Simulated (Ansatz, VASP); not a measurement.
## Ge: VASP beside Ansatz

```xyz
1
Lattice="0.0000 2.0984 2.0984 2.0984 0.0000 2.0984 2.0984 2.0984 0.0000" Properties=species:S:1:pos:R:3 pbc="T T T"
Ge    0.0000    0.0000    0.0000
```

Alike in both runs: task single point; functional LDA; k mesh 8 × 8 × 8; occupations gaussian, width 0.1 eV; no spin polarisation.

|  | VASP | Ansatz |
| --- | --- | --- |
| version | VASP 6.6.1 | Ansatz 0.2.0 |
| potentials or method | VASP PAW LDA potentials, release 64 (Ge_d), cutoff 520 eV | scalar-relativistic, plane waves, PAW |
| valence electrons in the cell | 14 | 14 |

|  | VASP | Ansatz | Ansatz less VASP |
| --- | --- | --- | --- |
| gap on the k mesh at the Fermi level (eV) | none | none | - |
| pressure (GPa) | -0.9 | -1.0 | -0.20 |

LDA's correlation is that of Perdew and Zunger in VASP and of Perdew and Wang (1992) in Ansatz. A gap of «none» marks a metal or a gap that the smearing closes.
